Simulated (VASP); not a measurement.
# Zr (P6_3/mmc) in VASP: further runs

Runs on Zr. Level: LDA. Tasks: single point, relaxation of cell and atoms.

All numbers are computed with VASP 6.6.1; they aren't measurements. Logs are shortened: lines on timing, memory, paths and dates and some standing lists are left out, and cuts for length are marked.

### 1 The cell of the first run

Symmetry: P6_3/mmc, No. 194, hexagonal system. Conventional cell: a = 3.232 Å, b = 3.232 Å, c = 5.147 Å, α = 90.00°, β = 90.00°, γ = 120.00°. Within 4.2 Å of Zr (site symmetry -6m2) lie 12 Zr at 3.18 to 3.23 Å.

### 2 Single point, LDA

Input file INCAR:

```
  PREC = Accurate
  ENCUT = 520
  EDIFF = 1E-7
  ISMEAR = 0
  SIGMA = 0.1
  LREAL = False
  LASPH = True
  NELM = 100
  ALGO = Normal
  ISIF = 2
  LWAVE = False
  LCHARG = False
  GGA = CA
  NBANDS = 19
```

Input file KPOINTS:

```
Automatic mesh
0
Gamma
  6 6 4
```

Input file POSCAR:

```
Zr
1.0
    3.2320000000      0.0000000000      0.0000000000
   -1.6160000000      2.7989941050      0.0000000000
    0.0000000000      0.0000000000      5.1470000000
Zr
2
Direct
    0.3333333333      0.6666666667      0.2500000000
    0.6666666667      0.3333333333      0.7500000000
```

Potentials or basis: VASP PAW LDA potentials, release 64 (Zr_sv).

On the command line:

```
$ cat potpaw_LDA.64/Zr_sv/POTCAR > POTCAR
$ mpirun -np 1 vasp_std > vasp.out
```

OUTCAR:

```text
PREC = Accurate
   ENCUT = 520
   EDIFF = 1E-7
   ISMEAR = 0
   LREAL = False
   LASPH = True
   NELM = 100
   ISIF = 2
   GGA = CA

 ion  position               nearest neighbor table
   1  0.333  0.667  0.250-   2 3.18   2 3.18   2 3.18   2 3.18   2 3.18   2 3.18
   2  0.667  0.333  0.750-   1 3.18   1 3.18   1 3.18   1 3.18   1 3.18   1 3.18

  LATTYP: Found a hexagonal cell.
 ALAT       =     3.2320000000
 C/A-ratio  =     1.5925123762

  Lattice vectors:

 A1 = (   3.2320000000,   0.0000000000,   0.0000000000)
 A2 = (  -1.6160000000,   2.7989941050,   0.0000000000)
 A3 = (   0.0000000000,   0.0000000000,   5.1470000000)

Analysis of symmetry for initial positions (statically):
=====================================================================
 Subroutine PRICEL returns:
 Original cell was already a primitive cell.

 Routine SETGRP: Setting up the symmetry group for a
 hexagonal supercell.

 Subroutine GETGRP returns: Found 24 space group operations
 (whereof 12 operations were pure point group operations)
 out of a pool of 24 trial point group operations.

The static configuration has the point symmetry D_3d.
 The point group associated with its full space group is D_6h.

Analysis of symmetry for dynamics (positions and initial velocities):
=====================================================================
 Subroutine PRICEL returns:
 Original cell was already a primitive cell.

 Routine SETGRP: Setting up the symmetry group for a
 hexagonal supercell.

 Subroutine GETGRP returns: Found 24 space group operations
 (whereof 12 operations were pure point group operations)
 out of a pool of 24 trial point group operations.

The dynamic configuration has the point symmetry D_3d.
 The point group associated with its full space group is D_6h.

 Subroutine INISYM returns: Found 24 space group operations
 (whereof 12 operations are pure point group operations),
 and found     1 'primitive' translations

----------------------------------------------------------------------------------------

                                     Primitive cell

  volume of cell :      46.5616

  direct lattice vectors                    reciprocal lattice vectors
     3.232000000  0.000000000  0.000000000     0.309405941  0.178635603  0.000000000
    -1.616000000  2.798994105  0.000000000     0.000000000  0.357271206  0.000000000
     0.000000000  0.000000000  5.147000000     0.000000000  0.000000000  0.194287935

  length of vectors
     3.232000000  3.232000000  5.147000000     0.357271206  0.357271206  0.194287935

  position of ions in fractional coordinates (direct lattice)
     0.333333333  0.666666667  0.250000000
     0.666666667  0.333333333  0.750000000

  ion indices of the primitive-cell ions
   primitive index   ion index
                 1           1
                 2           2

----------------------------------------------------------------------------------------

 KPOINTS: Automatic mesh

Automatic generation of k-mesh.
 Grid dimensions read from file:
 generate k-points for:    6    6    4

 Generating k-lattice:

  Cartesian coordinates                     Fractional coordinates (reciprocal lattice)
     0.051567657  0.029772601  0.000000000     0.166666667 -0.000000000  0.000000000
     0.000000000  0.059545201  0.000000000     0.000000000  0.166666667  0.000000000
     0.000000000  0.000000000  0.048571984     0.000000000  0.000000000  0.250000000

  Length of vectors
     0.059545201  0.059545201  0.048571984

  Shift w.r.t. Gamma in fractional coordinates (k-lattice)
     0.000000000  0.000000000  0.000000000

 Subroutine IBZKPT returns following result:
 ===========================================

 Found     21 irreducible k-points:

 Following reciprocal coordinates:
            Coordinates               Weight
  0.000000  0.000000  0.000000      1.000000
  0.166667  0.000000  0.000000      6.000000
  0.333333  0.000000  0.000000      6.000000
  0.500000 -0.000000  0.000000      3.000000
  0.166667  0.166667  0.000000      6.000000
  0.333333  0.166667  0.000000     12.000000
[... 13 lines left out ...]
  0.333333  0.166667  0.500000     12.000000
  0.333333  0.333333  0.500000      2.000000
   k-points           NKPTS =     21   k-points in BZ     NKDIM =     21   number of bands    NBANDS=     19
   number of dos      NEDOS =    301   number of ions     NIONS =      2
   total plane-waves  NPLWV =  23040
   dimension x,y,z NGX =    24 NGY =   24 NGZ =   40
   dimension x,y,z NGXF=    48 NGYF=   48 NGZF=   80
   ions per type =               2
   NGX,Y,Z   is equivalent  to a cutoff of  12.34, 12.34, 12.92 a.u.
   NGXF,Y,Z  is equivalent  to a cutoff of  24.69, 24.69, 25.84 a.u.
 SYSTEM =  unknown system
   PREC   = accura    normal or accurate (medium, high low for compatibility)
   ISTART =      0    job   : 0-new  1-cont  2-samecut
   ICHARG =      2    charge: 1-file 2-atom 10-const
   ISPIN  =      1    spin polarized calculation?
   LNONCOLLINEAR =      F non collinear calculations
   LSORBIT =      F    spin-orbit coupling
   LASPH  =      T    aspherical Exc in radial PAW
   ENCUT  =  520.0 eV  38.22 Ry    6.18 a.u.   6.01  6.01  9.57*2*pi/ulx,y,z
   NELM   =    100;   NELMIN=  2; NELMDL= -5     # of ELM steps
   EDIFF  = 0.1E-06   stopping-criterion for ELM
   LREAL  =      F    real-space projection
   EDIFFG = 0.1E-05   stopping-criterion for IOM
   NSW    =      0    number of steps for IOM
   IBRION =     -1    ionic relax: 0-MD 1-quasi-New 2-CG
   NFREE  =      0    steps in history (QN), initial steepest desc. (CG)
   ISIF   =      2    stress and relaxation
   ISYM   =      2    0-nonsym 1-usesym 2-fastsym
   POTIM  = 0.5000    time-step for ionic-motion
   TEBEG  =    0.0;   TEEND  =   0.0 temperature during run
   PSTRESS=    0.0 pullay stress
   NELECT =      24.0000    total number of electrons
   NUPDOWN=      -1.0000    fix difference up-down
   EMIN   =  10.00;   EMAX   =-10.00  energy-range for DOS
   EFERMI =   0.00;   METHOD = LEGACY
   ISMEAR =     0;   SIGMA  =   0.10  broadening in eV -4-tet -1-fermi 0-gaus
   EFERMI_NEDOS =   21; number of points for ismear=-14 and -15
   IALGO  =     38    algorithm
   IMIX   =      4    mixing-type and parameters
     AMIX     =   0.40;   BMIX     =  1.00
     AMIX_MAG =   1.60;   BMIX_MAG =  1.00
  volume/ion in A,a.u.               =      23.28       157.11
  Fermi-wavevector in a.u.,A,eV,Ry     =   1.312611  2.480475 23.442130  1.722948
  Thomas-Fermi vector in A             =   2.442991
   LORBIT       =      0    0 simple, 1 ext, 2 COOP (PROOUT), +10 PAW based schemes
   GGA     = CA    functional components
   LHFCALC =     F    Hartree Fock is set to
   AEXX    =    0.0000 exact exchange contribution
   IVDW    =     0    specifies the selected vdW correction
   LEPSILON=     F    determine dielectric tensor
   LRPA    =     F    only Hartree local field effects (RPA)
 non-spin polarized calculation
 Gauss-broadening in eV      SIGMA  =   0.10
  energy-cutoff  :      520.00
  volume of cell :       46.56
 maximum number of plane-waves:      1284
   NGX = 13   NGY = 13   NGZ = 19

 number of electron      24.0000000 magnetization

 Free energy of the ion-electron system (eV)
  ---------------------------------------------------
  ext. energy  EPLUGINS =         0.00000000
  ---------------------------------------------------
  free energy    TOTEN  =       -18.52523897 eV

  energy without entropy =      -18.51087524  energy(sigma->0) =      -18.51805711

 E-fermi :   8.8401     XC(G=0): -11.2943

 val. band max:        8.8364431760   @ k =   0.0000   0.0000   0.5000
 cond. band min:       8.8904000615   @ k =   0.3333   0.3333   0.2500
 fundamental gap:      0.0539568855
 Fermi energy:         8.8400561326

 k-point     1 :       0.0000    0.0000    0.0000
  band No.  band energies     occupation
      1     -39.7615      2.00000
      2     -39.6025      2.00000
      3     -18.4476      2.00000
      4     -17.5516      2.00000
      5     -17.5516      2.00000
      6     -17.4214      2.00000
[... 11 lines left out ...]
     18      10.8792      0.00000
     19      13.1979      0.00000

 k-point     2 :       0.1667    0.0000    0.0000
  band No.  band energies     occupation
      1     -39.7308      2.00000
      2     -39.5905      2.00000
      3     -18.3642      2.00000
      4     -17.7294      2.00000
      5     -17.6086      2.00000
      6     -17.5881      2.00000
[... 11 lines left out ...]
     18      10.9809      0.00000
     19      13.5765      0.00000

 k-point     3 :       0.3333    0.0000    0.0000
  band No.  band energies     occupation
      1     -39.6635      2.00000
      2     -39.5717      2.00000
      3     -18.1602      2.00000
      4     -18.0831      2.00000
      5     -17.9242      2.00000
      6     -17.7140      2.00000
[... 11 lines left out ...]
     18      12.6744      0.00000
     19      13.9638      0.00000

 k-point     4 :       0.5000   -0.0000    0.0000
  band No.  band energies     occupation
      1     -39.6219      2.00000
      2     -39.5699      2.00000
      3     -18.2574      2.00000
      4     -18.0820      2.00000
      5     -18.0074      2.00000
      6     -17.7639      2.00000
[... 11 lines left out ...]
     18      14.0818      0.00000
     19      14.9638      0.00000

 k-point     5 :       0.1667    0.1667    0.0000
  band No.  band energies     occupation
      1     -39.6815      2.00000
      2     -39.5753      2.00000
      3     -18.2188      2.00000
      4     -17.9154      2.00000
      5     -17.9003      2.00000
      6     -17.6622      2.00000
[... 11 lines left out ...]
     18      12.5422      0.00000
     19      13.6820      0.00000
[... 268 lines left out ...]
      2     -39.5959      2.00000
      3     -18.3336      2.00000
      4     -18.3336      2.00000
      5     -17.6687      2.00000
      6     -17.6687      2.00000
[... 11 lines left out ...]
     18      13.9097      0.00000
     19      14.0104      0.00000

 k-point    19 :       0.1667    0.1667    0.5000
  band No.  band energies     occupation
      1     -39.6287      2.00000
      2     -39.6287      2.00000
      3     -18.1112      2.00000
      4     -18.1112      2.00000
      5     -17.6890      2.00000
      6     -17.6890      2.00000
[... 11 lines left out ...]
     18      12.8431      0.00000
     19      13.4168      0.00000

 k-point    20 :       0.3333    0.1667    0.5000
  band No.  band energies     occupation
      1     -39.5959      2.00000
      2     -39.5959      2.00000
      3     -18.2576      2.00000
      4     -18.2576      2.00000
      5     -17.8000      2.00000
      6     -17.8000      2.00000
[... 11 lines left out ...]
     18      13.5248      0.00000
     19      14.8394      0.00000

 k-point    21 :       0.3333    0.3333    0.5000
  band No.  band energies     occupation
      1     -39.5849      2.00000
      2     -39.5849      2.00000
      3     -18.2050      2.00000
      4     -18.2050      2.00000
      5     -17.9628      2.00000
      6     -17.9628      2.00000
[... 11 lines left out ...]
     18      13.1668      0.00000
     19      16.8399      0.00000

------------------------ aborting loop because EDIFF is reached ----------------------------------------

  FORCE on cell =-STRESS in cart. coord.  units (eV):
  Direction    XX          YY          ZZ          XY          YZ          ZX
  --------------------------------------------------------------------------------------
  -------------------------------------------------------------------------------------
  Total       -1.8795638     -1.8795638     -1.6914452      0.0000000      0.0000000      0.0000000
  in kB      -64.6755539    -64.6755539    -58.2024165      0.0000000      0.0000000      0.0000000
  external PRESSURE =     -62.5178415 kB  Pullay stress =       0.0000000 kB

 VOLUME and BASIS-vectors are now :
 -----------------------------------------------------------------------------
  energy-cutoff  :      520.00
  volume of cell :       46.56
      direct lattice vectors                 reciprocal lattice vectors
     3.232000000  0.000000000  0.000000000     0.309405941  0.178635603  0.000000000
    -1.616000000  2.798994105  0.000000000     0.000000000  0.357271206  0.000000000
     0.000000000  0.000000000  5.147000000     0.000000000  0.000000000  0.194287935

 POSITION                                       TOTAL-FORCE (eV/Angst)
 -----------------------------------------------------------------------------------
     -0.00000      1.86600      1.28675        -0.000000      0.000000      0.000000
      1.61600      0.93300      3.86025         0.000000     -0.000000      0.000000
 -----------------------------------------------------------------------------------
    total drift:                               -0.000000      0.000000     -0.000000

  FREE ENERGIE OF THE ION-ELECTRON SYSTEM (eV)
  ---------------------------------------------------
  free  energy   TOTEN  =       -18.5252389724 eV

  energy  without entropy=      -18.5108752390  energy(sigma->0) =      -18.51805711
```

Run time: 8.9 s. Hardware: 1 thread of Intel Xeon Platinum 8488C (Sapphire Rapids), shared host; peak memory 0.14 GiB.

Results:

| Item | Value |
| --- | --- |
| Free energy | -18.5252 eV |
| Pressure | -6.3 GPa |
| Band gap on the k mesh | zero (band 12 reaches 9.63 eV, above the bottom of band 13 at 8.79 eV) |

Caveat: the k points lie up to 0.37 Å⁻¹ apart.

### 3 Single point, LDA

This run uses another cell than the first one, of 21.78 Å³/atom, 0.935 times its volume.

Input file INCAR:

```
SYSTEM = Zr
  PREC = Accurate
  ENCUT = 520
  EDIFF = 1E-6
  ISMEAR = 0
  SIGMA = 0.1
  LREAL = .FALSE.
  LASPH = .TRUE.
  NELM = 60
  ALGO = Normal
  ISIF = 2
  LWAVE = .FALSE.
  LCHARG = .TRUE.
  GGA = CA
  LELF = .TRUE.
  LVHAR = .TRUE.
  NBANDS = 19
```

Input file KPOINTS:

```
Automatic mesh
0
G
  15 15 8
  0 0 0
```

Input file POSCAR:

```
Zr
1.0
    3.1427549151      0.0000000000      0.0000000000
   -1.5713774576      2.7217055944      0.0000000000
    0.0000000000      0.0000000000      5.0916409308
Zr
2
Direct
    0.3333333333      0.6666666667      0.2500000000
    0.6666666667      0.3333333333      0.7500000000
```

Potentials or basis: VASP PAW LDA potentials, release 64 (Zr_sv).

On the command line:

```
$ cat potpaw_LDA.64/Zr_sv/POTCAR > POTCAR
$ mpirun -np 1 vasp_std > vasp.out
```

Run time: 46 s. Hardware: 1 thread of Intel Xeon Platinum 8488C (Sapphire Rapids), shared host; peak memory 0.2 GiB.

The run converged. Its results:

```
Free energy            : -18.5893 eV
Pressure               : 0.1 GPa
Band gap on the k mesh : zero (band 12 reaches 10.55 eV, above the bottom of band 13 at 9.21 eV)
```

Stress tensor (GPa, compression positive):
```
0.06 0.00 0.00
0.00 0.06 0.00
0.00 0.00 0.14
```

Levels at points of the mesh, in eV from the Fermi level:
| k point | band 9 | band 10 | band 11 | band 12 | band 13 | band 14 | band 15 | band 16 |
| --- | --- | --- | --- | --- | --- | --- | --- | --- |
| (0.00, 0.00, 0.00) | -5.75 | -3.23 | 0.84 | 0.86 | 0.86 | 1.38 | 1.57 | 1.57 |
| (0.00, 0.00, 0.50) | -4.00 | -4.00 | -0.05 | -0.05 | 0.78 | 0.78 | 0.78 | 0.78 |

### 4 Single point, LDA

This run uses another cell than the first one, of 21.81 Å³/atom, 0.937 times its volume.

Input file INCAR:

```
PREC     = Accurate       # precision mode
ENCUT    = 520            # plane-wave cutoff, eV
EDIFF    = 1E-7           # SCF threshold, eV
ISMEAR   = -1             # smearing method
SIGMA    = 0.15           # smearing width, eV
LREAL    = False          # projectors in reciprocal space
LASPH    = True           # aspherical terms in the spheres
NELM     = 100            # most SCF steps
ALGO     = Normal         # electronic algorithm
ISIF     = 2              # what is computed and relaxed
LWAVE    = False          # write WAVECAR
LCHARG   = False          # write CHGCAR
GGA      = CA             # functional
NBANDS   = 19             # bands
```

Input file KPOINTS:

```
Automatic mesh
0
Gamma
  15 15 8
```

Input file POSCAR:

```
Zr
1.0
    3.1402188690      0.0000000000      0.0000000000
   -1.5701094345      2.7195093140      0.0000000000
    0.0000000000      0.0000000000      5.1086728502
Zr
2
Direct
    0.3333333333      0.6666666667      0.2500000000
    0.6666666667      0.3333333333      0.7500000000
```

On the command line:

```
$ cat potpaw_LDA.64/Zr_sv/POTCAR > POTCAR
$ mpirun -np 1 vasp_std > vasp.out
```

Run time: 50 s. Hardware: 1 thread of Intel Xeon Platinum 8488C (Sapphire Rapids), shared host; peak memory 0.2 GiB.

It converged, with:

| Item | Value |
| --- | --- |
| Free energy | -18.6632 eV |
| Pressure | 0.1 GPa |
| Band gap on the k mesh | zero (band 12 reaches 10.54 eV, above the bottom of band 13 at 9.18 eV) |

Levels at points of the mesh, in eV from the Fermi level:
```csv
k point,band 8,band 9,band 10,band 11,band 12,band 13,band 14,band 15,band 16,band 17
"(0.00, 0.00, 0.00)",-25.91,-5.67,-3.15,0.89,0.94,0.94,1.42,1.64,1.64,2.45
"(0.00, 0.00, 0.50)",-25.98,-3.93,-3.93,0.02,0.02,0.88,0.88,0.88,0.88,4.28
```

### 5 Relaxation of cell and atoms, LDA

Input file INCAR:

```
SYSTEM = Zr
ALGO = Fast
EDIFF = 1E-7
EDIFFG = -0.005
ENCUT = 600
IBRION = 2
ISIF = 3
ISMEAR = 0
LASPH = .True.
LCHARG = .False.
LREAL = .False.
LWAVE = .False.
NELM = 100
NSW = 100
PREC = Accurate
SIGMA = 0.1
```

Input file KPOINTS:

```
k-points
0
Gamma
  15 15 8
  0 0 0
```

Input file POSCAR:

```
Zr
1.0
    3.2320000000      0.0000000000      0.0000000000
   -1.6160000000      2.7989941050      0.0000000000
    0.0000000000      0.0000000000      5.1470000000
Zr
2
Direct
    0.3333333333      0.6666666667      0.2500000000
    0.6666666667      0.3333333333      0.7500000000
```

On the command line:

```
$ cat potpaw_LDA.64/Zr_sv/POTCAR > POTCAR
$ mpirun -np 1 vasp_std > vasp.out
```

Run time: 12 min. Hardware: 1 thread of Intel Xeon Platinum 8488C (Sapphire Rapids), shared host; peak memory 0.24 GiB.

It converged, with:

```
Free energy                            : -18.5902 eV
Relaxed volume                         : 21.80 Å³/atom
Relaxed cell                           : a = 3.143 Å, b = 3.143 Å, c = 5.097 Å, α = 90.00°, β = 90.00°, γ = 120.00°
Space group after relaxing (to 0.05 Å) : P6_3/mmc (No. 194)
Energy gained by relaxing              : 29.5 meV/atom
Ionic steps                            : 10
Pressure after relaxing                : 0.0 GPa
Band gap on the k mesh                 : zero (band 12 reaches 10.54 eV, above the bottom of band 13 at 9.19 eV)
```

The path:
```
step  energy change (eV)  largest force (eV/Å)  pressure (GPa)  volume (Å³)
   1              0.0000                0.0000           -6.02        46.56
   2              0.0037                0.0000            7.48        40.91
   3             -0.0572                0.0000           -0.04        43.69
   4             -0.0572                0.0000            0.09        43.63
   5             -0.0586                0.0000            0.07        43.61
   6             -0.0590                0.0000            0.04        43.58
   7             -0.0590                0.0000            0.04        43.58
   8             -0.0590                0.0000            0.03        43.58
   9             -0.0590                0.0000           -0.05        43.61
  10             -0.0590                0.0000            0.01        43.60
```

Final structure:
```
Zr
1.0
     3.14277    0.00000    0.00000
    -1.57138    2.72172    0.00000
     0.00000    0.00000    5.09690
Zr
2
Direct
  0.33333 0.66667 0.25000
  0.66667 0.33333 0.75000
```

Levels at points of the mesh, in eV from the Fermi level:
| k point | band 10 | band 11 | band 12 | band 13 | band 14 | band 15 |
| --- | --- | --- | --- | --- | --- | --- |
| (0.00, 0.00, 0.00) | -3.23 | 0.83 | 0.86 | 0.86 | 1.37 | 1.57 |
| (0.00, 0.00, 0.50) | -4.00 | -0.05 | -0.05 | 0.79 | 0.79 | 0.79 |

### 6 The runs side by side

| task | cell | k mesh | cutoff (eV) | smearing | gap on the mesh (eV) | pressure (GPa) |
| --- | --- | --- | --- | --- | --- | --- |
| single point | a = 3.232, b = 3.232, c = 5.147 Å, angles 90.0, 90.0, 120.0°, 2 atoms | 6 × 6 × 4 | 520 | gaussian 0.1 eV | none | -6.3 |
| single point | a = 3.143, b = 3.143, c = 5.092 Å, angles 90.0, 90.0, 120.0°, 2 atoms | 15 × 15 × 8 | 520 | gaussian 0.1 eV | none | 0.1 |
| single point | a = 3.140, b = 3.140, c = 5.109 Å, angles 90.0, 90.0, 120.0°, 2 atoms | 15 × 15 × 8 | 520 | fermi-dirac 0.15 eV | none | 0.1 |
| relaxation of cell and atoms | relaxed from a = 3.232, b = 3.232, c = 5.147 Å, angles 90.0, 90.0, 120.0°, 2 atoms | 15 × 15 × 8 | 600 | gaussian 0.1 eV | none | 0.0 |

Alike in all rows: level LDA; potentials or basis VASP PAW LDA potentials, release 64 (Zr_sv); no spin polarisation.

Caveats: some runs use coarse meshes.

Total energies depend on the potentials used, so only differences within one code and one set of settings carry meaning.
